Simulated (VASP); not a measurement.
# CoSi2 (Fm-3m) in VASP: a series of runs, part 2 of 2

VASP 6.6.1.

**3. Relaxation of cell and atoms, r2SCAN**

This run uses another cell than the first one, of 12.80 Å³/atom.

The input, POSCAR:

```
CoSi2
1.0
    0.0000000000      2.6780000000      2.6780000000
    2.6780000000      0.0000000000      2.6780000000
    2.6780000000      2.6780000000      0.0000000000
Co Si
1 2
Direct
    0.0000000000      0.0000000000      0.0000000000
    0.2500000000      0.2500000000      0.2500000000
    0.7500000000      0.7500000000      0.7500000000
```

The input, INCAR.step1:

```
ALGO = Normal ; EDIFF = 1E-4
ENCUT = 600 ; GGA = PE
ISMEAR = 0 ; LASPH = True
LCHARG = False ; LREAL = False
LWAVE = True ; NELM = 100
PREC = Accurate ; SIGMA = 0.1
```

The input, INCAR.step2:

```
ALGO = Normal ; EDIFF = 1E-6
EDIFFG = -0.002 ; ENCUT = 600
IBRION = 2 ; ISIF = 3
ISMEAR = 0 ; ISTART = 1
LASPH = True ; LCHARG = False
LMIXTAU = True ; LREAL = False
LWAVE = False ; METAGGA = R2SCAN
NELM = 100 ; NSW = 100
PREC = Accurate ; SIGMA = 0.1
```

The input, KPOINTS:

```
k-points
0
Gamma
  14 14 14
```

Potentials or basis: VASP PAW PBE potentials, release 64 (Co, Si).

Run with:

```sh
cat potpaw_PBE.64/Co/POTCAR potpaw_PBE.64/Si/POTCAR > POTCAR
cp INCAR.step1 INCAR
mpirun -np 1 vasp_std > vasp.out
cp INCAR.step2 INCAR
mpirun -np 1 vasp_std > vasp.out
```

OUTCAR:

```text
EDIFF = 1E-6
   EDIFFG = -0.002
   ENCUT = 600
   IBRION = 2
   ISIF = 3
   ISMEAR = 0
   ISTART = 1
   LASPH = True
   LREAL = False
   METAGGA = R2SCAN
   NELM = 100
   NSW = 100
   PREC = Accurate

 ion  position               nearest neighbor table
   1  0.000  0.000  0.000-   3 2.32   2 2.32   3 2.32   2 2.32   3 2.32   3 2.32   2 2.32   2 2.32

   2  0.250  0.250  0.250-   1 2.32   1 2.32   1 2.32   1 2.32   3 2.68   3 2.68   3 2.68   3 2.68
                             3 2.68   3 2.68
   3  0.750  0.750  0.750-   1 2.32   1 2.32   1 2.32   1 2.32   2 2.68   2 2.68   2 2.68   2 2.68
                             2 2.68   2 2.68

  LATTYP: Found a face centered cubic cell.
 ALAT       =     5.3560000000

  Lattice vectors:

 A1 = (   0.0000000000,   2.6780000000,   2.6780000000)
 A2 = (   2.6780000000,   0.0000000000,   2.6780000000)
 A3 = (   2.6780000000,   2.6780000000,   0.0000000000)

[... 274 lines left out ...]
      5       8.2234      2.00000
      6       8.2234      2.00000
      7      11.8263      0.00000
      8      13.9225      0.00000
      9      13.9225      0.00000
     10      14.0432      0.00000
     11      14.0432      0.00000
     12      14.0432      0.00000
[... 331 lines left out ...]
 k-point    24 :       0.2857    0.1429    0.0000
  band No.  band energies     occupation
      1      -2.4530      2.00000
      2       4.1586      2.00000
      3       6.0906      2.00000
      4       6.1856      2.00000
      5       7.3586      2.00000
      6       8.4235      2.00000
      7       9.3980      2.00000
      8      10.4496      0.08843
      9      11.1396      0.00000
     10      12.6644      0.00000
     11      14.8628      0.00000
     12      15.7371      0.00000

 [... further k-points ...]

------------------------ aborting loop because EDIFF is reached ----------------------------------------

  FORCE on cell =-STRESS in cart. coord.  units (eV):
  Direction    XX          YY          ZZ          XY          YZ          ZX
  --------------------------------------------------------------------------------------
  -------------------------------------------------------------------------------------
  Total       -0.0057031     -0.0057031     -0.0057031     -0.0000000      0.0000000      0.0000000
  in kB       -0.2435880     -0.2435880     -0.2435880     -0.0000000      0.0000000      0.0000000
  external PRESSURE =      -0.2435880 kB  Pullay stress =       0.0000000 kB
[... 18 lines left out ...]
  FREE ENERGIE OF THE ION-ELECTRON SYSTEM (eV)
  ---------------------------------------------------
  free  energy   TOTEN  =       -32.0115556680 eV

  energy  without entropy=      -32.0067381734  energy(sigma->0) =      -32.00914692

 reached required accuracy - stopping structural energy minimisation
```

OUTCAR.step1:

```text
EDIFF = 1E-4
   ENCUT = 600
   GGA = PE
   ISMEAR = 0
[... 588 lines left out ...]
      0.00000      0.00000      0.00000        -0.000000     -0.000000     -0.000000
      1.33900      1.33900      1.33900         0.000000      0.000000     -0.000000
      4.01700      4.01700      4.01700        -0.000000     -0.000000      0.000000
 -----------------------------------------------------------------------------------
    total drift:                                0.000000     -0.000000     -0.000000

  FREE ENERGIE OF THE ION-ELECTRON SYSTEM (eV)
  ---------------------------------------------------
  free  energy   TOTEN  =       -19.2972829008 eV

  energy  without entropy=      -19.2921257095  energy(sigma->0) =      -19.29470431
```

OSZICAR.step1:

```text
N       E                     dE             d eps       ncg     rms          rms(c)
DAV:   1     0.765308580935E+02    0.76531E+02   -0.78272E+03  2496   0.152E+03
DAV:   2    -0.158831262643E+02   -0.92414E+02   -0.86668E+02  2524   0.272E+02
DAV:   3    -0.205992602896E+02   -0.47161E+01   -0.45204E+01  3248   0.704E+01
DAV:   4    -0.207120769736E+02   -0.11282E+00   -0.11255E+00  3016   0.102E+01
DAV:   5    -0.207155162503E+02   -0.34393E-02   -0.34385E-02  3304   0.187E+00    0.144E+01
DAV:   6    -0.243719414387E+02   -0.36564E+01   -0.40826E+01  3180   0.138E+02    0.179E+01
DAV:   7    -0.193031350991E+02    0.50688E+01   -0.17256E+01  3308   0.109E+02    0.346E+00
DAV:   8    -0.193319195120E+02   -0.28784E-01   -0.10728E+00  3012   0.890E+00    0.189E+00
DAV:   9    -0.192972692309E+02    0.34650E-01   -0.10769E-01  3156   0.702E+00    0.444E-01
DAV:  10    -0.192973190829E+02   -0.49852E-04   -0.59633E-03  3116   0.885E-01    0.630E-02
DAV:  11    -0.192972829008E+02    0.36182E-04   -0.28531E-04  2664   0.305E-01
   1 F= -.19297283E+02 E0= -.19294704E+02  d E =-.515719E-02
```

It took 7.6 min on 1 thread of Intel Xeon 6975P-C (Granite Rapids), shared host; peak memory 0.23 GiB.

What came out:

```
Free energy                           : -32.0116 eV
Relaxed volume                        : 12.50 Å³/atom
Relaxed cell                          : a = 3.757 Å, b = 3.757 Å, c = 3.757 Å, α = 60.00°, β = 60.00°, γ = 60.00°
Space group after relaxing (to 0.1 Å) : Fm-3m (No. 225)
Energy gained by relaxing             : 4.3 meV/atom
Ionic steps                           : 3
Pressure after relaxing               : 0.0 GPa
Band gap on the k mesh                : zero (an odd number of electrons rules out a gap without spin polarisation)
```

The path:
| step | energy change (eV) | largest force (eV/Å) | pressure (GPa) | volume (Å³) |
| --- | --- | --- | --- | --- |
| 1 | 0.0000 | 0.0000 | -4.45 | 38.41 |
| 2 | 0.0060 | 0.0000 | 5.97 | 36.47 |
| 3 | -0.0129 | 0.0000 | -0.02 | 37.51 |

Final structure:
```cif
data_structure
_symmetry_space_group_name_H-M 'P 1'
_symmetry_Int_Tables_number 1
_cell_length_a 3.7575
_cell_length_b 3.7575
_cell_length_c 3.7575
_cell_angle_alpha 60.000
_cell_angle_beta 60.000
_cell_angle_gamma 60.000
_cell_volume 37.51
loop_
_atom_site_label
_atom_site_type_symbol
_atom_site_fract_x
_atom_site_fract_y
_atom_site_fract_z
_atom_site_occupancy
Co1 Co 0.00000 0.00000 0.00000 1
Si1 Si 0.25000 0.25000 0.25000 1
Si2 Si 0.75000 0.75000 0.75000 1
```

Caveat: the PAW data sets were made with another functional, which shifts forces and pressure a little; the run has no spin polarisation, though such a crystal can be magnetic.

**4. Single point, r2SCAN**

This run uses another cell than the first one, of 12.80 Å³/atom.

POSCAR is that of step 3.

The input, INCAR.step1:

```
SYSTEM = CoSi2
PREC = Accurate
ENCUT = 520
ISMEAR = 0
SIGMA = 0.1
LREAL = .False.
LASPH = .True.
NELM = 100
NBANDS = 16
GGA = PE
ALGO = Normal
EDIFF = 1E-4
LWAVE = .True.
LCHARG = .False.
```

The input, INCAR.step2:

```
SYSTEM = CoSi2
PREC = Accurate
ENCUT = 520
EDIFF = 1E-6
ISMEAR = 0
SIGMA = 0.1
LREAL = .False.
LASPH = .True.
NELM = 100
ALGO = Normal
ISIF = 2
LWAVE = .False.
LCHARG = .False.
METAGGA = R2SCAN
LMIXTAU = .True.
NBANDS = 16
ISTART = 1
```

The input, KPOINTS:

```
Automatic mesh
0
Gamma
  6 6 6
  0 0 0
```

Run with:

```sh
cat potpaw_PBE.64/Co/POTCAR potpaw_PBE.64/Si/POTCAR > POTCAR
cp INCAR.step1 INCAR
mpirun -np 1 vasp_std > vasp.out
cp INCAR.step2 INCAR
mpirun -np 1 vasp_std > vasp.out
```

Run time: 37 s. Hardware: 1 thread of Intel Xeon 6975P-C (Granite Rapids), shared host; peak memory 0.16 GiB.

It converged, with:

| Property | Result |
| --- | --- |
| Free energy | -31.9900 eV |
| Pressure | -4.4 GPa |
| Band gap on the k mesh | zero (an odd number of electrons rules out a gap without spin polarisation) |

Levels at points of the mesh, in eV from the Fermi level:
```csv
k point,band 7,band 8,band 9,band 10,band 11,band 12
"(0.00, 0.00, 0.00)",1.13,3.48,3.48,3.48,3.51,3.51
"(0.50, 0.00, 0.00)",-1.79,-0.66,-0.66,3.05,3.50,3.50
"(0.50, 0.50, 0.00)",-2.07,-2.07,-1.52,1.69,3.06,8.86
```

Caveat: the cell stands under tension; the PAW data sets were made with another functional, which shifts forces and pressure a little; the run has no spin polarisation, though such a crystal can be magnetic.

**5. Overview**

```csv
task,cell,k mesh,cutoff (eV),gap on the mesh (eV),pressure (GPa)
single point,"a = 3.758 Å, angles 60.0°, 3 atoms",14 × 14 × 14,520,none,-0.1
relaxation of cell and atoms,"relaxed from a = 3.787 Å, angles 60.0°, 3 atoms",14 × 14 × 14,600,none,0.0
single point,"a = 3.787 Å, angles 60.0°, 3 atoms",6 × 6 × 6,520,none,-4.4
```

Alike in all rows: level r2SCAN; potentials or basis VASP PAW PBE potentials, release 64 (Co, Si); no spin polarisation; smearing gaussian 0.1 eV.

Caveats: the PAW data sets were made with another functional, which shifts forces and pressure a little; the run has no spin polarisation, though such a crystal can be magnetic; the cell stands under tension (at least some runs).

Absolute energies hang on the potentials; compare differences alone.
